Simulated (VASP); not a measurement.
HfO2: single point with PBEsol

HfO2:

```xyz
6
Lattice="4.6474 0.0000 0.0000 0.0000 4.6474 0.0000 0.0000 0.0000 3.0948" Properties=species:S:1:pos:R:3 pbc="T T T"
Hf    0.0000    0.0000    0.0000
Hf    2.3237    2.3237    1.5474
O     0.9060    3.7414    1.5474
O     1.4177    1.4177    0.0000
O     3.2297    3.2297    0.0000
O     3.7414    0.9060    1.5474
```

```json
{
  "Program": "VASP 6.6.1",
  "Task": "single point",
  "Functional": "PBEsol",
  "Potentials or basis": "VASP PAW PBE potentials, release 64 (Hf_pv, O)",
  "Cutoff": "520 eV",
  "k mesh": "4 × 4 × 6",
  "Occupations": "gaussian, width 0.01 eV",
  "Spin": "no spin polarisation",
  "Dipole correction": "no",
  "Further INCAR settings": "ALGO = Normal; EDIFF = 1e-06; NBANDS = 31"
}
```

```json
{"Pressure": "29.9 GPa", "Largest force": "0.358 eV/Å", "Band gap on the k mesh": "4.28 eV, direct"}
```

Forces in eV/Å, atoms in the order of the input:
```
Hf   0.000  0.000  0.000
Hf   0.000  0.000  0.000
O    0.253 -0.253  0.000
O   -0.253 -0.253  0.000
O    0.253  0.253  0.000
O   -0.253  0.253  0.000
```

Stress tensor (GPa, compression positive):
```
27.29  0.00  0.00
 0.00 27.29  0.00
 0.00  0.00 35.05
```

Levels at points of the mesh, in eV from the valence-band top:
```csv
k point,band 19,band 20,band 21,band 22,band 23,band 24,band 25,band 26
"(0.00, 0.00, 0.00)",-0.69,-0.45,-0.45,0.00,4.28,4.41,5.70,6.11
"(0.50, 0.00, 0.00)",-1.48,-1.48,-0.76,-0.76,5.08,5.08,6.90,6.90
"(0.50, 0.50, 0.00)",-1.07,-1.07,-0.72,-0.72,4.55,4.55,6.19,6.19
"(0.00, 0.00, 0.50)",-2.03,-2.03,-0.90,-0.90,6.15,6.15,6.70,6.70
"(0.50, 0.00, 0.50)",-1.73,-1.73,-1.01,-1.01,4.41,4.41,7.01,7.01
"(0.50, 0.50, 0.50)",-1.28,-1.28,-0.45,-0.45,5.52,5.52,6.42,6.42
```

Wall time 24 s on 1 thread of Intel(R) Xeon(R) Platinum 8559C (Emerald Rapids), with other jobs on the host, peak memory 0.19 GiB.

Caveat: the PAW data sets were made with another functional, which shifts forces and pressure a little; spin-orbit coupling is left out, which moves the levels of the heavy elements. A k mesh can miss the band edges.
